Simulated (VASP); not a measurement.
# LiSi16 (a cell with a defect) in VASP: relaxation of the atoms with PBE+D3(BJ)

Aim: the relaxation of the atoms of LiSi16 (a cell with a defect) with PBE+D3(BJ).

Program: VASP 6.6.1. These are calculated values, not measurements. Logs are shortened: lines on timing, memory, paths and dates and some standing lists are left out, and cuts for length are marked.

## (1) The cell of the first run

The cell holds a defect, 17 atoms: a = 7.679 Å, b = 7.679 Å, c = 7.679 Å, α = 60.00°, β = 60.00°, γ = 60.00°.

## (2) Relaxation of the atoms, PBE+D3(BJ)

Contents of INCAR:

```
ALGO = Normal ; EDIFF = 1E-6
EDIFFG = -0.08 ; ENCUT = 520
GGA = PE ; IBRION = 2
ISIF = 2 ; ISMEAR = -1
IVDW = 12 ; LASPH = True
LCHARG = False ; LREAL = Auto
LWAVE = False ; NELECT = 66.0
NELM = 60 ; NSW = 45
PREC = Accurate ; SIGMA = 0.05
```

Contents of KPOINTS:

```
k-points
0
Gamma
  2 2 2
```

Contents of POSCAR:

```
LiSi16
1.0
    0.0000000000      5.4300000000      5.4300000000
    5.4300000000      0.0000000000      5.4300000000
    5.4300000000      5.4300000000      0.0000000000
Si Li
16 1
Direct
    0.0000000000      0.0000000000      0.0000000000
    0.1250000000      0.1250000000      0.1250000000
    0.0000000000      0.0000000000      0.5000000000
    0.1250000000      0.1250000000      0.6250000000
    0.0000000000      0.5000000000      0.0000000000
    0.1250000000      0.6250000000      0.1250000000
    0.0000000000      0.5000000000      0.5000000000
    0.1250000000      0.6250000000      0.6250000000
    0.5000000000      0.0000000000      0.0000000000
    0.6250000000      0.1250000000      0.1250000000
    0.5000000000      0.0000000000      0.5000000000
    0.6250000000      0.1250000000      0.6250000000
    0.5000000000      0.5000000000      0.0000000000
    0.6250000000      0.6250000000      0.1250000000
    0.5000000000      0.5000000000      0.5000000000
    0.6250000000      0.6250000000      0.6250000000
    0.8112043000      0.8103875000      0.3115052000
```

Potentials or basis: VASP PAW PBE potentials, release 64 (Si, Li_sv).

Run with:

```console
$ cat potpaw_PBE.64/Si/POTCAR potpaw_PBE.64/Li_sv/POTCAR > POTCAR
$ mpirun -np 1 vasp_std > vasp.out
```

OUTCAR:

```text
EDIFF = 1E-6
   EDIFFG = -0.08
   ENCUT = 520
   GGA = PE
   IBRION = 2
   ISIF = 2
   ISMEAR = -1
   IVDW = 12
   LASPH = True
   LREAL = Auto
   NELECT = 66.0
   NELM = 60
   NSW = 45
   PREC = Accurate
 IVDW          = 12

 ion  position               nearest neighbor table
   1  0.000  0.000  0.000-  17 2.26   4 2.35   6 2.35  10 2.35   2 2.35
   2  0.125  0.125  0.125-   1 2.35   3 2.35   5 2.35   9 2.35
   3  0.000  0.000  0.500-   2 2.35   4 2.35   8 2.35  12 2.35
   4  0.125  0.125  0.625-   1 2.35   3 2.35   7 2.35  11 2.35
   5  0.000  0.500  0.000-   2 2.35   6 2.35   8 2.35  14 2.35
   6  0.125  0.625  0.125-  17 2.25   5 2.35   7 2.35  13 2.35   1 2.35
   7  0.000  0.500  0.500-  17 2.25   6 2.35   8 2.35  16 2.35   4 2.35
   8  0.125  0.625  0.625-   3 2.35   5 2.35   7 2.35  15 2.35
   9  0.500  0.000  0.000-   2 2.35  10 2.35  12 2.35  14 2.35
  10  0.625  0.125  0.125-  17 2.25   9 2.35  11 2.35  13 2.35   1 2.35
  11  0.500  0.000  0.500-  17 2.26  10 2.35  12 2.35  16 2.35   4 2.35
  12  0.625  0.125  0.625-   3 2.35   9 2.35  11 2.35  15 2.35
  13  0.500  0.500  0.000-   6 2.35  10 2.35  14 2.35  16 2.35
  14  0.625  0.625  0.125-   5 2.35   9 2.35  13 2.35  15 2.35
  15  0.500  0.500  0.500-   8 2.35  12 2.35  14 2.35  16 2.35
  16  0.625  0.625  0.625-  17 2.24  11 2.35  13 2.35  15 2.35   7 2.35
  17  0.811  0.810  0.312-  16 2.24   6 2.25  10 2.25   7 2.25  11 2.26   1 2.26

  LATTYP: Found a face centered cubic cell.
 ALAT       =    10.8600000000

  Lattice vectors:

 A1 = (   0.0000000000,   5.4300000000,   5.4300000000)
 A2 = (   5.4300000000,   0.0000000000,   5.4300000000)
 A3 = (   5.4300000000,   5.4300000000,   0.0000000000)

Analysis of symmetry for initial positions (statically):
=====================================================================
 Subroutine PRICEL returns:
 Original cell was already a primitive cell.

 Routine SETGRP: Setting up the symmetry group for a
 face centered cubic supercell.

 Subroutine GETGRP returns: Found  1 space group operations
 (whereof  1 operations were pure point group operations)
 out of a pool of 48 trial point group operations.

The static configuration has the point symmetry C_1 .

Analysis of symmetry for dynamics (positions and initial velocities):
=====================================================================
 Subroutine PRICEL returns:
 Original cell was already a primitive cell.

 Routine SETGRP: Setting up the symmetry group for a
 face centered cubic supercell.

 Subroutine GETGRP returns: Found  1 space group operations
 (whereof  1 operations were pure point group operations)
 out of a pool of 48 trial point group operations.

The dynamic configuration has the point symmetry C_1 .

 Subroutine INISYM returns: Found  1 space group operations
[... 103 lines left out ...]
   ICHARG =      2    charge: 1-file 2-atom 10-const
   ISPIN  =      1    spin polarized calculation?
   LNONCOLLINEAR =      F non collinear calculations
   LSORBIT =      F    spin-orbit coupling
   LASPH  =      T    aspherical Exc in radial PAW
   ENCUT  =  520.0 eV  38.22 Ry    6.18 a.u.  14.28 14.28 14.28*2*pi/ulx,y,z
   NELM   =     60;   NELMIN=  2; NELMDL= -5     # of ELM steps
   EDIFF  = 0.1E-05   stopping-criterion for ELM
   LREAL  =      T    real-space projection
   EDIFFG = -.8E-01   stopping-criterion for IOM
   NSW    =     45    number of steps for IOM
   IBRION =      2    ionic relax: 0-MD 1-quasi-New 2-CG
   NFREE  =      1    steps in history (QN), initial steepest desc. (CG)
   ISIF   =      2    stress and relaxation
   ISYM   =      2    0-nonsym 1-usesym 2-fastsym
   POTIM  = 0.5000    time-step for ionic-motion
   TEBEG  =    0.0;   TEEND  =   0.0 temperature during run
   PSTRESS=    0.0 pullay stress
   NELECT =      66.0000    total number of electrons
   NUPDOWN=      -1.0000    fix difference up-down
   EMIN   =  10.00;   EMAX   =-10.00  energy-range for DOS
   EFERMI =   0.00;   METHOD = LEGACY
   ISMEAR =    -1;   SIGMA  =   0.05  broadening in eV -4-tet -1-fermi 0-gaus
   EFERMI_NEDOS =   21; number of points for ismear=-14 and -15
   IALGO  =     38    algorithm
   IMIX   =      4    mixing-type and parameters
     AMIX     =   0.40;   BMIX     =  1.00
     AMIX_MAG =   1.60;   BMIX_MAG =  1.00
  volume/ion in A,a.u.               =      18.84       127.11
  Fermi-wavevector in a.u.,A,eV,Ry     =   0.967044  1.827449 12.723821  0.935174
  Thomas-Fermi vector in A             =   2.096897
   LORBIT       =      0    0 simple, 1 ext, 2 COOP (PROOUT), +10 PAW based schemes
   GGA     = PE    functional components
   LHFCALC =     F    Hartree Fock is set to
   AEXX    =    0.0000 exact exchange contribution
   IVDW    =    12    specifies the selected vdW correction
   LEPSILON=     F    determine dielectric tensor
   LRPA    =     F    only Hartree local field effects (RPA)
 conjugate gradient relaxation of ions
 non-spin polarized calculation
  energy-cutoff  :      520.00
  volume of cell :      320.21
 maximum number of plane-waves:      8646
 NGX is ok and might be reduce to    60
   NGX = 29   NGY = 29   NGZ = 29

--------------------------------------- Ionic step        1  -------------------------------------------

 number of electron      66.0000005 magnetization

 Free energy of the ion-electron system (eV)
  ---------------------------------------------------
  ext. energy  EPLUGINS =         0.00000000
  ---------------------------------------------------
  free energy    TOTEN  =       -92.53314963 eV

  energy without entropy =      -92.51185909  energy(sigma->0) =      -92.52250436

------------------------ aborting loop because EDIFF is reached ----------------------------------------

 Edisp (eV)   -5.46240

 E8    (eV) :    -2.2640
[... 150 lines left out ...]
  FREE ENERGIE OF THE ION-ELECTRON SYSTEM (eV)
  ---------------------------------------------------
  free  energy   TOTEN  =       -98.2933346638 eV

  energy  without entropy=      -98.2824648772  energy(sigma->0) =      -98.28789977

[... ionic steps 4 to 37 ...]

--------------------------------------- Ionic step       38  -------------------------------------------

 number of electron      66.0000002 magnetization

------------------------ aborting loop because EDIFF is reached ----------------------------------------
[... 105 lines left out ...]
--------------------------------------- Ionic step       40  -------------------------------------------

 number of electron      66.0000001 magnetization

 Free energy of the ion-electron system (eV)
  ---------------------------------------------------
  ext. energy  EPLUGINS =         0.00000000
  ---------------------------------------------------
  free energy    TOTEN  =       -93.51205274 eV

  energy without entropy =      -93.51107255  energy(sigma->0) =      -93.51156265

 E-fermi :   6.3588     XC(G=0):  -9.4410

 val. band max:        6.0482741604   @ k =   0.0000   0.0000   0.0000
 cond. band min:       6.6827059992   @ k =   0.0000   0.0000   0.0000
 fundamental gap:      0.6344318388
 Fermi energy:         6.3587660330

 k-point     1 :       0.0000    0.0000    0.0000
  band No.  band energies     occupation
      1     -40.3798      2.00000
      2      -5.9235      2.00000
      3      -3.6698      2.00000
      4      -3.6144      2.00000
      5      -3.6115      2.00000
      6      -3.6112      2.00000
[... 397 lines left out ...]
  FREE ENERGIE OF THE ION-ELECTRON SYSTEM (eV)
  ---------------------------------------------------
  free  energy   TOTEN  =       -98.9675204083 eV

  energy  without entropy=      -98.9665402134  energy(sigma->0) =      -98.96703031

 reached required accuracy - stopping structural energy minimisation
```

Run time: 1.6 h. Hardware: 1 thread of Intel Xeon Platinum 8259CL at 2.50GHz (Skylake/Cascade Lake), shared host; peak memory 0.56 GiB.

Results:

| Quantity | Value |
| --- | --- |
| Free energy | -98.9675 eV |
| Energy gained by relaxing | 57.2 meV/atom |
| Ionic steps | 40 |
| Largest force after relaxing | 0.060 eV/Å |
| Dispersion energy per atom | -0.321 eV |

Forces in eV/Å, atoms in the order of the input:
```
Si   0.007  0.010 -0.016
Si  -0.013 -0.015 -0.034
Si  -0.001  0.005 -0.002
Si  -0.010 -0.016 -0.008
Si  -0.004  0.020  0.016
Si  -0.019  0.013  0.016
Si   0.007 -0.015  0.005
Si  -0.011 -0.043 -0.010
Si   0.017 -0.007  0.015
Si   0.015 -0.017  0.016
Si  -0.016  0.011  0.005
Si  -0.037 -0.014 -0.012
Si   0.034  0.040  0.030
Si   0.017  0.019  0.017
Si   0.019  0.020 -0.004
Si   0.014  0.012 -0.018
Li  -0.017 -0.023 -0.016
```

Step by step:
| step | energy change (eV) | largest force (eV/Å) | pressure (GPa) |
| --- | --- | --- | --- |
| 1 | 0.0000 | 1.3832 | -2.41 |
| 2 | -0.2958 | 0.4180 | -2.53 |
| 3 | -0.2978 | 0.4300 | -2.53 |
| 4 | -0.3148 | 0.2216 | -2.55 |
| 5 | -0.3185 | 0.2844 | -2.57 |
| 6 | -0.3335 | 0.1534 | -2.59 |
| 7 | -0.3583 | 0.2568 | -2.70 |
| 8 | -0.3715 | 0.1750 | -2.73 |
| 9 | -0.3921 | 0.2085 | -2.85 |
| 10 | -0.3927 | 0.2179 | -2.87 |
| 11 | -0.4014 | 0.2598 | -2.94 |
| 12 | -0.4051 | 0.3113 | -3.03 |
| 13 | -0.4167 | 0.3749 | -3.10 |
| 14 | -0.4382 | 0.5057 | -3.35 |
| 15 | -0.4401 | 0.5434 | -3.48 |
| 16 | -0.4444 | 0.5529 | -3.51 |
| 17 | -0.4561 | 0.5686 | -3.61 |
| 18 | -0.4730 | 0.6317 | -3.83 |
| 19 | -0.4476 | 1.0314 | -4.26 |
| 20 | -0.4757 | 0.6893 | -3.91 |
| 21 | -0.4966 | 0.6168 | -3.95 |
| 22 | -0.5424 | 0.4501 | -4.05 |
| 23 | -0.5464 | 0.5229 | -4.21 |
| 24 | -0.5603 | 0.4391 | -4.14 |
| 25 | -0.5927 | 0.3464 | -4.14 |
| 26 | -0.6382 | 0.4423 | -4.13 |
| 27 | -0.6824 | 0.3341 | -4.07 |
| 28 | -0.7424 | 0.7274 | -3.85 |
| 29 | -0.7872 | 0.5677 | -3.78 |
| 30 | -0.8566 | 0.6737 | -3.57 |
| 31 | -0.8588 | 0.7491 | -3.53 |
| 32 | -0.9117 | 0.5155 | -3.49 |
| 33 | -0.9306 | 0.5849 | -3.46 |
| 34 | -0.9541 | 0.1935 | -3.46 |
| 35 | -0.9542 | 0.1831 | -3.46 |
| 36 | -0.9611 | 0.1109 | -3.46 |
| 37 | -0.9624 | 0.1905 | -3.46 |
| 38 | -0.9675 | 0.1027 | -3.46 |
| 39 | -0.9695 | 0.1082 | -3.46 |
| 40 | -0.9720 | 0.0602 | -3.45 |

Final structure:
```cif
data_structure
_symmetry_space_group_name_H-M 'P 1'
_symmetry_Int_Tables_number 1
_cell_length_a 7.6792
_cell_length_b 7.6792
_cell_length_c 7.6792
_cell_angle_alpha 60.000
_cell_angle_beta 60.000
_cell_angle_gamma 60.000
_cell_volume 320.21
loop_
_atom_site_label
_atom_site_type_symbol
_atom_site_fract_x
_atom_site_fract_y
_atom_site_fract_z
_atom_site_occupancy
Si1 Si 0.00594 0.00598 0.00226 1
Si2 Si 0.12838 0.12832 0.13164 1
Si3 Si 0.00420 0.00415 0.50424 1
Si4 Si 0.12847 0.12824 0.62855 1
Si5 Si 0.00403 0.50201 0.00211 1
Si6 Si 0.13402 0.62678 0.12693 1
Si7 Si 0.00612 0.50204 0.50608 1
Si8 Si 0.12846 0.63145 0.62848 1
Si9 Si 0.50206 0.00408 0.00210 1
Si10 Si 0.62679 0.13413 0.12683 1
Si11 Si 0.50219 0.00602 0.50597 1
Si12 Si 0.63157 0.12833 0.62844 1
Si13 Si 0.50203 0.50223 0.00194 1
Si14 Si 0.62497 0.62504 0.12495 1
Si15 Si 0.50210 0.50201 0.50401 1
Si16 Si 0.62693 0.62681 0.63398 1
Li1 Li 0.75295 0.75277 0.25299 1
```

Levels at points of the mesh, in eV from the Fermi level:
| k point | band 29 | band 30 | band 31 | band 32 | band 33 | band 34 | band 35 | band 36 | band 37 | band 38 |
| --- | --- | --- | --- | --- | --- | --- | --- | --- | --- | --- |
| (0.00, 0.00, 0.00) | -1.44 | -1.44 | -0.32 | -0.32 | -0.31 | 0.32 | 0.32 | 0.33 | 0.40 | 0.40 |
| (0.50, 0.00, 0.00) | -2.42 | -1.14 | -1.13 | -1.04 | -1.04 | 0.88 | 1.08 | 1.08 | 1.27 | 1.28 |
| (0.00, 0.50, 0.00) | -2.42 | -1.14 | -1.13 | -1.04 | -1.04 | 0.88 | 1.08 | 1.08 | 1.27 | 1.28 |
| (0.00, 0.00, 0.50) | -2.42 | -1.14 | -1.13 | -1.04 | -1.04 | 0.88 | 1.08 | 1.08 | 1.27 | 1.28 |
| (0.50, 0.50, 0.50) | -2.44 | -1.14 | -1.13 | -1.05 | -1.05 | 0.87 | 1.09 | 1.10 | 1.26 | 1.26 |
| (0.50, 0.50, 0.00) | -2.22 | -1.68 | -1.67 | -1.63 | -1.59 | 0.75 | 0.82 | 1.88 | 1.99 | 1.99 |
| (0.00, 0.50, 0.50) | -2.22 | -1.68 | -1.67 | -1.63 | -1.59 | 0.75 | 0.82 | 1.88 | 1.99 | 1.99 |
| (0.50, 0.00, 0.50) | -2.22 | -1.68 | -1.67 | -1.63 | -1.59 | 0.75 | 0.82 | 1.88 | 1.99 | 1.99 |

Caveat: the k points lie up to 0.50 Å⁻¹ apart; the cell carries a net charge on a neutralising background, which shifts energy and pressure; the cell is charged against a uniform background, so pressure and absolute levels hang on convention; the cutoff is under 1.25 times the usual one of these potentials, so pressure, stress and relaxed cells hold a basis-set (Pulay) error; the relaxation stopped at a loose force limit of 0.08 eV/Å, so its end isn't a converged minimum.
